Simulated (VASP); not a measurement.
# Ge (Fd-3m) in VASP: a series of runs

The runs below take Ge through single point, with LDA, PBEsol.

Program: VASP 6.6.1. These are calculated values, not measurements. Logs are shortened: lines on timing, memory, paths and dates and some standing lists are left out, and cuts for length are marked.

**Measured values to compare with.**

“Electronic and optical properties of SixGe1-x-ySny alloys lattice-matched to Ge”, 2021, arxiv:2109.02782 reports, for a bulk crystal of Ge at 300 K: band gap 0.807 eV (direct).

How close the calculation comes is told below.

### Step 1. The cell of the first run

Symmetry: Fd-3m, No. 227, cubic system. The conventional cell has a = 5.621 Å, b = 5.621 Å, c = 5.621 Å, α = 90.00°, β = 90.00°, γ = 90.00°. Ge (site symmetry -43m) has 4 Ge at 2.43 Å within 3.2 Å.

### Step 2. Single point, LDA

Input file INCAR:

```
PREC = Accurate ; ENCUT = 520
EDIFF = 1E-6 ; ISMEAR = -1
SIGMA = 0.02 ; LREAL = False
LASPH = True ; NELM = 100
ALGO = Normal ; ISIF = 2
LWAVE = False ; LCHARG = False
GGA = CA ; NBANDS = 21
```

Input file KPOINTS:

```
regular mesh
0
Gamma
  8 8 8
```

Input file POSCAR:

```
Ge
1.0
    0.0000000000      2.8107133873      2.8107133873
    2.8107133873      0.0000000000      2.8107133873
    2.8107133873      2.8107133873      0.0000000000
Ge
2
Direct
    0.0000000000      0.0000000000      0.0000000000
    0.2500000000      0.2500000000      0.2500000000
```

Potentials or basis: VASP PAW LDA potentials, release 64 (Ge_d).

The run is started by

```console
cat potpaw_LDA.64/Ge_d/POTCAR > POTCAR
mpirun -np 1 vasp_std > vasp.out
```

OUTCAR:

```text
PREC = Accurate
   ENCUT = 520
   EDIFF = 1E-6
   ISMEAR = -1
   LREAL = False
   LASPH = True
   NELM = 100
   ISIF = 2
   GGA = CA

 ion  position               nearest neighbor table
   1  0.000  0.000  0.000-   2 2.43   2 2.43   2 2.43   2 2.43
   2  0.250  0.250  0.250-   1 2.43   1 2.43   1 2.43   1 2.43

  LATTYP: Found a face centered cubic cell.
 ALAT       =     5.6214267746

  Lattice vectors:

 A1 = (   0.0000000000,   2.8107133873,   2.8107133873)
 A2 = (   2.8107133873,   0.0000000000,   2.8107133873)
 A3 = (   2.8107133873,   2.8107133873,   0.0000000000)

Analysis of symmetry for initial positions (statically):
=====================================================================
 Subroutine PRICEL returns:
 Original cell was already a primitive cell.

 Routine SETGRP: Setting up the symmetry group for a
 face centered cubic supercell.

 Subroutine GETGRP returns: Found 48 space group operations
 (whereof 24 operations were pure point group operations)
 out of a pool of 48 trial point group operations.

The static configuration has the point symmetry T_d .
 The point group associated with its full space group is O_h .

Analysis of symmetry for dynamics (positions and initial velocities):
=====================================================================
 Subroutine PRICEL returns:
 Original cell was already a primitive cell.

 Routine SETGRP: Setting up the symmetry group for a
 face centered cubic supercell.

 Subroutine GETGRP returns: Found 48 space group operations
 (whereof 24 operations were pure point group operations)
 out of a pool of 48 trial point group operations.

The dynamic configuration has the point symmetry T_d .
 The point group associated with its full space group is O_h .

 Subroutine INISYM returns: Found 48 space group operations
 (whereof 24 operations are pure point group operations),
 and found     1 'primitive' translations

----------------------------------------------------------------------------------------

                                     Primitive cell

  volume of cell :      44.4099

  direct lattice vectors                    reciprocal lattice vectors
     0.000000000  2.810713387  2.810713387    -0.177890781  0.177890781  0.177890781
     2.810713387  0.000000000  2.810713387     0.177890781 -0.177890781  0.177890781
     2.810713387  2.810713387  0.000000000     0.177890781  0.177890781 -0.177890781

  length of vectors
     3.974948992  3.974948992  3.974948992     0.308115871  0.308115871  0.308115871

  position of ions in fractional coordinates (direct lattice)
     0.000000000  0.000000000  0.000000000
     0.250000000  0.250000000  0.250000000

  ion indices of the primitive-cell ions
   primitive index   ion index
                 1           1
                 2           2

----------------------------------------------------------------------------------------

 KPOINTS: regular mesh

Automatic generation of k-mesh.
 Grid dimensions read from file:
 generate k-points for:    8    8    8

 Generating k-lattice:

  Cartesian coordinates                     Fractional coordinates (reciprocal lattice)
    -0.022236348  0.022236348  0.022236348     0.125000000  0.000000000  0.000000000
     0.022236348 -0.022236348  0.022236348     0.000000000  0.125000000  0.000000000
     0.022236348  0.022236348 -0.022236348     0.000000000  0.000000000  0.125000000

  Length of vectors
     0.038514484  0.038514484  0.038514484

  Shift w.r.t. Gamma in fractional coordinates (k-lattice)
     0.000000000  0.000000000  0.000000000

 Subroutine IBZKPT returns following result:
 ===========================================

 Found     29 irreducible k-points:

 Following reciprocal coordinates:
            Coordinates               Weight
  0.000000  0.000000  0.000000      1.000000
  0.125000  0.000000  0.000000      8.000000
  0.250000  0.000000  0.000000      8.000000
  0.375000  0.000000  0.000000      8.000000
  0.500000  0.000000  0.000000      4.000000
  0.125000  0.125000  0.000000      6.000000
[... 16 lines left out ...]
  0.500000  0.250000  0.125000     48.000000
 -0.375000  0.250000  0.125000     24.000000
 [... further k-points ...]
   k-points           NKPTS =     29   k-points in BZ     NKDIM =     29   number of bands    NBANDS=     21
   number of dos      NEDOS =    301   number of ions     NIONS =      2
   total plane-waves  NPLWV =  27000
   dimension x,y,z NGX =    30 NGY =   30 NGZ =   30
   dimension x,y,z NGXF=    60 NGYF=   60 NGZF=   60
   ions per type =               2
   NGX,Y,Z   is equivalent  to a cutoff of  12.55, 12.55, 12.55 a.u.
   NGXF,Y,Z  is equivalent  to a cutoff of  25.09, 25.09, 25.09 a.u.
 SYSTEM =  unknown system
   PREC   = accura    normal or accurate (medium, high low for compatibility)
   ISTART =      0    job   : 0-new  1-cont  2-samecut
   ICHARG =      2    charge: 1-file 2-atom 10-const
   ISPIN  =      1    spin polarized calculation?
   LNONCOLLINEAR =      F non collinear calculations
   LSORBIT =      F    spin-orbit coupling
   LASPH  =      T    aspherical Exc in radial PAW
   ENCUT  =  520.0 eV  38.22 Ry    6.18 a.u.   7.39  7.39  7.39*2*pi/ulx,y,z
   NELM   =    100;   NELMIN=  2; NELMDL= -5     # of ELM steps
   EDIFF  = 0.1E-05   stopping-criterion for ELM
   LREAL  =      F    real-space projection
   EDIFFG = 0.1E-04   stopping-criterion for IOM
   NSW    =      0    number of steps for IOM
   IBRION =     -1    ionic relax: 0-MD 1-quasi-New 2-CG
   NFREE  =      0    steps in history (QN), initial steepest desc. (CG)
   ISIF   =      2    stress and relaxation
   ISYM   =      2    0-nonsym 1-usesym 2-fastsym
   POTIM  = 0.5000    time-step for ionic-motion
   TEBEG  =    0.0;   TEEND  =   0.0 temperature during run
   PSTRESS=    0.0 pullay stress
   NELECT =      28.0000    total number of electrons
   NUPDOWN=      -1.0000    fix difference up-down
   EMIN   =  10.00;   EMAX   =-10.00  energy-range for DOS
   EFERMI =   0.00;   METHOD = LEGACY
   ISMEAR =    -1;   SIGMA  =   0.02  broadening in eV -4-tet -1-fermi 0-gaus
   EFERMI_NEDOS =   21; number of points for ismear=-14 and -15
   IALGO  =     38    algorithm
   IMIX   =      4    mixing-type and parameters
     AMIX     =   0.40;   BMIX     =  1.00
     AMIX_MAG =   1.60;   BMIX_MAG =  1.00
  volume/ion in A,a.u.               =      22.20       149.85
  Fermi-wavevector in a.u.,A,eV,Ry     =   1.403786  2.652771 26.811852  1.970616
  Thomas-Fermi vector in A             =   2.526413
   LORBIT       =      0    0 simple, 1 ext, 2 COOP (PROOUT), +10 PAW based schemes
   GGA     = CA    functional components
   LHFCALC =     F    Hartree Fock is set to
   AEXX    =    0.0000 exact exchange contribution
   IVDW    =     0    specifies the selected vdW correction
   LEPSILON=     F    determine dielectric tensor
   LRPA    =     F    only Hartree local field effects (RPA)
 non-spin polarized calculation
  energy-cutoff  :      520.00
  volume of cell :       44.41
 maximum number of plane-waves:      1243
 NGX is ok and might be reduce to    30
   NGX = 15   NGY = 15   NGZ = 15

 number of electron      28.0000032 magnetization

 Free energy of the ion-electron system (eV)
  ---------------------------------------------------
  ext. energy  EPLUGINS =         0.00000000
  ---------------------------------------------------
  free energy    TOTEN  =       -10.38029366 eV

  energy without entropy =      -10.38011551  energy(sigma->0) =      -10.38020458

 E-fermi :   4.9483     XC(G=0): -10.3788

 val. band max:        4.9168339367   @ k =   0.0000   0.0000   0.0000
 cond. band min:       4.9501787159   @ k =   0.0000   0.0000   0.0000
 fundamental gap:      0.0333447792
 Fermi energy:         4.9483342150

 k-point     1 :       0.0000    0.0000    0.0000
  band No.  band energies     occupation
      1     -20.0511      2.00000
      2     -20.0511      2.00000
      3     -20.0511      2.00000
      4     -20.0130      2.00000
      5     -20.0130      2.00000
      6     -19.7916      2.00000
[... 13 lines left out ...]
     20      14.5183      0.00000
     21      14.5183      0.00000

 k-point     2 :       0.1250    0.0000    0.0000
  band No.  band energies     occupation
      1     -20.0596      2.00000
      2     -20.0596      2.00000
      3     -20.0485      2.00000
      4     -20.0009      2.00000
      5     -20.0009      2.00000
      6     -19.8038      2.00000
[... 13 lines left out ...]
     20      13.5425      0.00000
     21      13.5425      0.00000

 k-point     3 :       0.2500    0.0000    0.0000
  band No.  band energies     occupation
      1     -20.0702      2.00000
      2     -20.0702      2.00000
      3     -20.0421      2.00000
      4     -19.9829      2.00000
      5     -19.9829      2.00000
      6     -19.8181      2.00000
[... 13 lines left out ...]
     20      13.2814      0.00000
     21      13.2814      0.00000

 k-point     4 :       0.3750    0.0000    0.0000
  band No.  band energies     occupation
      1     -20.0755      2.00000
      2     -20.0755      2.00000
      3     -20.0354      2.00000
      4     -19.9719      2.00000
      5     -19.9719      2.00000
      6     -19.8255      2.00000
[... 13 lines left out ...]
     20      14.4768      0.00000
     21      14.4768      0.00000

 k-point     5 :       0.5000    0.0000    0.0000
  band No.  band energies     occupation
      1     -20.0768      2.00000
      2     -20.0768      2.00000
      3     -20.0326      2.00000
      4     -19.9689      2.00000
      5     -19.9689      2.00000
      6     -19.8271      2.00000
[... 13 lines left out ...]
     20      16.0619      0.00000
     21      16.1922      0.00000
[... 382 lines left out ...]
     20      16.5471      0.00000
     21      17.8547      0.00000

 k-point    22 :       0.3750    0.2500    0.1250
  band No.  band energies     occupation
      1     -20.0812      2.00000
      2     -20.0785      2.00000
      3     -20.0336      2.00000
      4     -19.9748      2.00000
      5     -19.9447      2.00000
      6     -19.8720      2.00000
[... 13 lines left out ...]
     20      14.9860      0.00000
     21      15.3586      0.00000

 k-point    23 :       0.5000    0.2500    0.1250
  band No.  band energies     occupation
      1     -20.0937      2.00000
      2     -20.0853      2.00000
      3     -20.0107      2.00000
      4     -19.9591      2.00000
      5     -19.9314      2.00000
      6     -19.8810      2.00000
[... 13 lines left out ...]
     20      14.5699      0.00000
     21      16.4446      0.00000

 k-point    24 :      -0.3750    0.2500    0.1250
  band No.  band energies     occupation
      1     -20.0992      2.00000
      2     -20.0868      2.00000
      3     -20.0003      2.00000
      4     -19.9475      2.00000
      5     -19.9329      2.00000
      6     -19.8756      2.00000
[... 13 lines left out ...]
     20      15.8470      0.00000
     21      16.4296      0.00000

 [... further k-points ...]
[... 5 lines left out ...]
  --------------------------------------------------------------------------------------
  -------------------------------------------------------------------------------------
  Total        0.0481531      0.0481531      0.0481531     -0.0000000      0.0000000     -0.0000000
  in kB        1.7372220      1.7372220      1.7372220     -0.0000000      0.0000000     -0.0000000
  external PRESSURE =       1.7372220 kB  Pullay stress =       0.0000000 kB

 VOLUME and BASIS-vectors are now :
 -----------------------------------------------------------------------------
  energy-cutoff  :      520.00
  volume of cell :       44.41
      direct lattice vectors                 reciprocal lattice vectors
     0.000000000  2.810713387  2.810713387    -0.177890781  0.177890781  0.177890781
     2.810713387  0.000000000  2.810713387     0.177890781 -0.177890781  0.177890781
     2.810713387  2.810713387  0.000000000     0.177890781  0.177890781 -0.177890781

 POSITION                                       TOTAL-FORCE (eV/Angst)
 -----------------------------------------------------------------------------------
      0.00000      0.00000      0.00000        -0.000000     -0.000000     -0.000000
      1.40536      1.40536      1.40536         0.000000      0.000000      0.000000
 -----------------------------------------------------------------------------------
    total drift:                                0.000000     -0.000000      0.000000

  FREE ENERGIE OF THE ION-ELECTRON SYSTEM (eV)
  ---------------------------------------------------
  free  energy   TOTEN  =       -10.3802936585 eV

  energy  without entropy=      -10.3801155071  energy(sigma->0) =      -10.38020458
```

Run time: 13 s. Hardware: 1 thread of Intel Xeon 6975P-C (Granite Rapids), shared host; peak memory 0.15 GiB.

Results:

```
Free energy            : -10.3803 eV
Pressure               : 0.2 GPa
Band gap on the k mesh : 0.03 eV
```

Caveat: semilocal functionals underestimate gaps, and a narrow one can read as zero.

### Step 3. Single point, PBEsol

This run uses another cell than the first one, of 22.84 Å³/atom.

Input file INCAR:

```
PREC     = Accurate       # precision mode
ENCUT    = 520            # plane-wave cutoff, eV
EDIFF    = 1E-7           # SCF threshold, eV
ISMEAR   = -1             # smearing method
SIGMA    = 0.02           # smearing width, eV
LREAL    = F              # projectors in reciprocal space
LASPH    = T              # aspherical terms in the spheres
NELM     = 60             # most SCF steps
ALGO     = Normal         # electronic algorithm
ISIF     = 2              # what is computed and relaxed
LWAVE    = F              # write WAVECAR
LCHARG   = F              # write CHGCAR
GGA      = PS             # functional
NBANDS   = 21             # bands
```

Input file KPOINTS:

```
Automatic mesh
0
Gamma
  8 8 8
```

Input file POSCAR:

```
Ge
1.0
    0.0000000000      2.8372846273      2.8372846273
    2.8372846273      0.0000000000      2.8372846273
    2.8372846273      2.8372846273      0.0000000000
Ge
2
Direct
    0.0000000000      0.0000000000      0.0000000000
    0.2500000000      0.2500000000      0.2500000000
```

Potentials or basis: VASP PAW PBE potentials, release 64 (Ge_d).

The run is started by

```console
cat potpaw_PBE.64/Ge_d/POTCAR > POTCAR
mpirun -np 1 vasp_std > vasp.out
```

Wall time 17 s (1 thread of Intel Xeon 6975P-C (Granite Rapids), shared host); peak memory 0.17 GiB.

The run converged. Its results:

```yaml
Free_energy: -9.8632 eV
Pressure: 0.0 GPa
Band_gap_on_the_k_mesh: zero (filled and empty bands touch)
```

Levels at points of the mesh, in eV from the Fermi level:
```tsv
k point	band 11	band 12	band 13	band 14	band 15	band 16	band 17	band 18
(0.00, 0.00, 0.00)	-12.74	-0.10	-0.01	-0.01	-0.01	2.51	2.51	2.51
(0.50, 0.00, 0.00)	-10.67	-7.60	-1.41	-1.41	0.08	3.69	3.69	6.95
(0.50, 0.50, 0.00)	-8.88	-8.88	-3.07	-3.07	0.66	0.66	9.40	9.40
```

Caveat: semilocal functionals underestimate gaps, and a narrow one can read as zero; the PAW data sets were made with another functional, which shifts forces and pressure a little.

### Step 4. How close it comes

Step 2. Measured gap of Ge: 0.807 eV (direct; 300 K; “Electronic and optical properties of SixGe1-x-ySny alloys lattice-matched to Ge”, 2021, arxiv:2109.02782). This calculation gives 0.03 eV (-0.77 eV). 3 values of this kind are on record (0.666 to 0.807 eV); this one was drawn at random among those near their median. Spin-orbit coupling on Ge is left out. The value is that of LDA on a finite k mesh, which can miss the band edges, without temperature or zero-point motion. Semilocal functionals fall short of measured gaps as a rule.

Step 3. Against the measured gap of Ge, 0.807 eV (direct; 300 K; “Electronic and optical properties of SixGe1-x-ySny alloys lattice-matched to Ge”, 2021, arxiv:2109.02782), the calculated 0.00 eV is off by -0.81 eV. 3 values of this kind are on record (0.666 to 0.807 eV); this one was drawn at random among those near their median. Spin-orbit coupling on Ge is left out. The value is that of PBEsol on a finite k mesh, which can miss the band edges, without temperature or zero-point motion. Semilocal functionals fall short of measured gaps as a rule.

The gap in the log of VASP goes by the Fermi energy; the results here count the filled bands.